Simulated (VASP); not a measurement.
Wanted: the native input for a VASP 6.6.1 run.

- Task: single point
- Functional: LDA
- Potentials or basis: VASP PAW LDA potentials, release 64 (Sb_d_GW, Mn_sv)
- Cutoff: 680 eV
- k mesh: 7 × 7 × 5
- Occupations: fermi-dirac, width 0.05 eV
- Spin: collinear spin, ferromagnetic start
- Starting moments: [0.0, 0.0, 4.0, 4.0] μB
- Hubbard terms: Mn d U = 6.0 eV
- Dipole correction: no
- Further INCAR settings: ALGO = Normal; EDIFF = 1e-06; NBANDS = 42

The structure of MnSb lies in POSCAR:

```
MnSb
1.0
    4.1500000000      0.0000000000      0.0000000000
   -2.0750000000      3.5940054257      0.0000000000
    0.0000000000      0.0000000000      5.7800000000
Sb Mn
2 2
Direct
    0.6666666667      0.3333333333      0.7500000000
    0.3333333333      0.6666666667      0.2500000000
    0.0000000000      0.0000000000      0.5000000000
    0.0000000000      0.0000000000      0.0000000000
```

One way to write it, as run:

INCAR

```
SYSTEM = MnSb
PREC = Accurate
ENCUT = 680
EDIFF = 1E-6
ISMEAR = -1
SIGMA = 0.05
LREAL = .False.
LASPH = .True.
NELM = 200
ALGO = Normal
ISIF = 2
LWAVE = .False.
LCHARG = .False.
ISPIN = 2
MAGMOM = 0 0 4 4
LORBIT = 11
LMAXMIX = 4
LDAU = .True.
LDAUTYPE = 2
LDAUL = -1 2
LDAUU = 0 6
LDAUJ = 0 0
LDAUPRINT = 1
NBANDS = 42
GGA_COMPAT = .False.
```

KPOINTS

```
regular mesh
0
Gamma
  7 7 5
  0 0 0
```

Potentials or basis: VASP PAW LDA potentials, release 64 (Sb_d_GW, Mn_sv).

Run with:

```bash
$ cat potpaw_LDA.64/Sb_d_GW/POTCAR potpaw_LDA.64/Mn_sv/POTCAR > POTCAR
$ mpirun -np 1 vasp_std > vasp.out
```

Results of the run:

The pressure is 2.8 GPa and the net moment is 8.16 μB per cell. The site moments are Sb -0.22; Mn +4.20 μB and the valence electrons inside the program's atomic spheres are Sb 12.86; Mn 12.94.

Caveat: the run started ferromagnetic, and an antiferromagnetic order may lie lower in energy; the U is typed as a test and isn't derived for this compound.

It took 6.3 min on 1 thread of Intel(R) Xeon(R) Platinum 8259CL CPU @ 2.50GHz (Skylake/Cascade Lake) (shared host), peak memory 0.35 GiB.
